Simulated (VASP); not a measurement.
A run of VASP 6.6.1 is set up as follows.

Contents of INCAR:

```
PREC = Accurate
ENCUT = 500
EDIFF = 1E-6
ISMEAR = -1
SIGMA = 0.05
LREAL = Auto
LASPH = True
NELM = 120
ALGO = Normal
ISIF = 2
LWAVE = False
LCHARG = True
GGA = PS
LELF = True
LVHAR = True
NBANDS = 176
ISYM = -1
GGA_COMPAT = False
```

File KPOINTS:

```
explicit points
1
Reciprocal
  0.25000000   0.25000000   0.25000000 1
```

Contents of POSCAR:

```
Al15GaAs15P
1.0
   11.3211943428      0.0000000000      0.0000000000
    0.0000000000     11.3211943428      0.0000000000
    0.0000000000      0.0000000000     11.3211943428
Al Ga As P
30 2 30 2
Direct
    0.0002200000      0.0005640000      0.9997410000
    0.9994980000      0.9993890000      0.5001460000
    0.9998960000      0.4998320000      0.9992780000
    0.9969770000      0.4963700000      0.5035080000
    0.5002830000      0.9992700000      0.9997070000
    0.5008680000      0.0002730000      0.5005630000
    0.5032310000      0.5029170000      0.5033650000
    0.2499010000      0.2499710000      0.9993350000
    0.2500870000      0.2500720000      0.5003930000
    0.2504500000      0.7494300000      0.9999100000
    0.2496950000      0.7491200000      0.5002950000
    0.7498800000      0.2500880000      0.9995910000
    0.7532950000      0.2532930000      0.5035770000
    0.7504560000      0.7494260000      0.9993870000
    0.7468830000      0.7459900000      0.5035900000
    0.2504020000      0.9999050000      0.2503210000
    0.2501990000      0.9993470000      0.7499490000
    0.2504560000      0.4995980000      0.2510350000
    0.7501510000      0.9996080000      0.2514530000
    0.7503290000      0.9995800000      0.7501070000
    0.7505160000      0.4994990000      0.2506930000
    0.7498710000      0.4994650000      0.7442740000
    0.0002910000      0.2497680000      0.2503420000
    0.9963840000      0.2533740000      0.7465360000
    0.9996370000      0.7492130000      0.2511580000
    0.0001380000      0.7494090000      0.7502810000
    0.5007390000      0.2503800000      0.2509650000
    0.4996880000      0.2501270000      0.7503860000
    0.5000790000      0.7498960000      0.2503600000
    0.5039780000      0.7458190000      0.7467860000
    0.5011340000      0.5003110000      0.9998620000
    0.2505190000      0.4999350000      0.7507450000
    0.1255010000      0.1251350000      0.1253200000
    0.1240300000      0.1255370000      0.6254430000
    0.1250830000      0.6244780000      0.1254130000
    0.1243170000      0.6235220000      0.6251670000
    0.6253930000      0.1246680000      0.1254910000
    0.6262890000      0.1262450000      0.6255400000
    0.6258340000      0.6251050000      0.1257010000
    0.3755830000      0.3749390000      0.1247850000
    0.3757250000      0.3759380000      0.6250830000
    0.3753210000      0.8747210000      0.1251550000
    0.3763960000      0.8735300000      0.6252550000
    0.8752550000      0.3747420000      0.1249720000
    0.8752850000      0.8749560000      0.1253940000
    0.8742630000      0.8735090000      0.6249850000
    0.3754460000      0.1250960000      0.3755970000
    0.3752170000      0.1246140000      0.8750500000
    0.3762980000      0.6246830000      0.3763070000
    0.3764280000      0.6250500000      0.8743220000
    0.8749080000      0.1260770000      0.3764200000
    0.8753260000      0.1259960000      0.8740830000
    0.8746000000      0.6240400000      0.3775680000
    0.8739780000      0.6235050000      0.8732310000
    0.1242220000      0.3750230000      0.3763480000
    0.1241080000      0.3744570000      0.8737800000
    0.1251570000      0.8747650000      0.3753400000
    0.1251600000      0.8746600000      0.8753070000
    0.6260400000      0.3756950000      0.3773800000
    0.6259630000      0.3758290000      0.8734700000
    0.6255920000      0.8736170000      0.3766890000
    0.6250830000      0.8736750000      0.8741540000
    0.6262340000      0.6233170000      0.6255690000
    0.8739290000      0.3760000000      0.6255600000
```

Potentials or basis: VASP PAW PBE potentials, release 64 (Al, Ga_d, As, P).

Launch:

```console
$ cat potpaw_PBE.64/Al/POTCAR potpaw_PBE.64/Ga_d/POTCAR potpaw_PBE.64/As/POTCAR potpaw_PBE.64/P/POTCAR > POTCAR
$ mpirun -np 1 vasp_std > vasp.out
```

Problem. Predict the largest force.

Solution. 0.031 eV/Å.

Problem. Predict the band gap on the k mesh.

Solution. 1.90 eV.

Problem. What does it give for the pressure?

Solution. 0.3 GPa.

Stress tensor (GPa, compression positive):
```
 0.27 -0.64 -0.64
-0.64  0.27 -0.63
-0.64 -0.63  0.28
```

Caveat: the PAW data sets were made with another functional, which shifts forces and pressure a little; a shifted mesh leaves out Γ, where band edges can lie. A k mesh can miss the band edges.
